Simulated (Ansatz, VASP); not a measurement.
## TePb: VASP beside Ansatz

Contents of INCAR:

```
PREC = Accurate
ENCUT = 500
EDIFF = 1E-6
ISMEAR = 0
SIGMA = 0.01
LREAL = F
LASPH = T
NELM = 120
ALGO = Normal
ISIF = 2
LWAVE = F
LCHARG = F
NBANDS = 17
GGA_COMPAT = F
```

Contents of KPOINTS:

```
Automatic mesh
0
Gamma
  6 6 6
```

POSCAR

```
TePb
1.0
    3.2068667260      3.2068667260      0.0000000000
   -3.2068667260      3.2068667260      0.0000000000
    0.0000000000      3.2068667260      3.1892345173
Te Pb
1 1
Direct
    0.5000000000      0.5000000000      0.0000000000
    0.0000000000      0.0000000000      0.0000000000
```

Input for Ansatz:

```yaml
crystal:
  lattice:
    - [3.20686672597, 3.20686672597, 0.0]
    - [-3.20686672597, 3.20686672597, 0.0]
    - [0.0, 3.20686672597, 3.18923451732]
  atoms:
    - { symbol: Te, position: [0.5, 0.5, 0.0] }
    - { symbol: Pb, position: [0.0, 0.0, 0.0] }
kpoints:
  mp_grid: { grid: [6, 6, 6] }
scf:
  occupations: { method: fixed }
  convergence: { dr2_threshold: 1.0e-10 }
hamiltonian:
  xc: lda
  pseudopotentials: { kind: all_electron, lapw: { basis_error: 0.0005 } }
output:
  forces: true
  stress: true
  eigenstates:
    kpoints:
      - [0.0, 0.0, 0.0]
      - [0.5, 0.0, 0.0]
      - [0.0, 0.5, 0.5]
      - [0.0, -0.5, 0.0]
      - [0.5, 0.0, 0.5]
      - [-0.5, -0.5, -0.5]
      - [-0.5, 0.5, 0.0]
      - [0.0, 0.0, -0.5]
  eigenvalues: true
```

Change from the starting cell: film at in-plane strain +0.005.

Alike in both runs: task single point; functional LDA; k mesh 6 × 6 × 6; no spin polarisation.

|  | VASP | Ansatz |
| --- | --- | --- |
| version | VASP 6.6.1 | Ansatz 0.2.0 |
| potentials or method | VASP PAW LDA potentials, release 64 (Te, Pb_d), cutoff 500 eV | all-electron LAPW, scalar-relativistic |
| occupations | gaussian, width 0.01 eV | fixed |

|  | VASP | Ansatz | Ansatz less VASP |
| --- | --- | --- | --- |
| gap on the k mesh at the Fermi level (eV) | 0.57 | 0.59 | +0.012 |
| pressure (GPa) | -0.4 | -0.5 | -0.06 |
| traceless stress, the component that is largest in VASP (GPa) | 0.47 | 0.47 | -0.005 |

LDA's correlation is that of Perdew and Zunger in VASP and of Perdew and Wang (1992) in Ansatz. Ansatz ran all-electron here, and VASP with PAW potentials.

Spin-orbit coupling is off throughout.
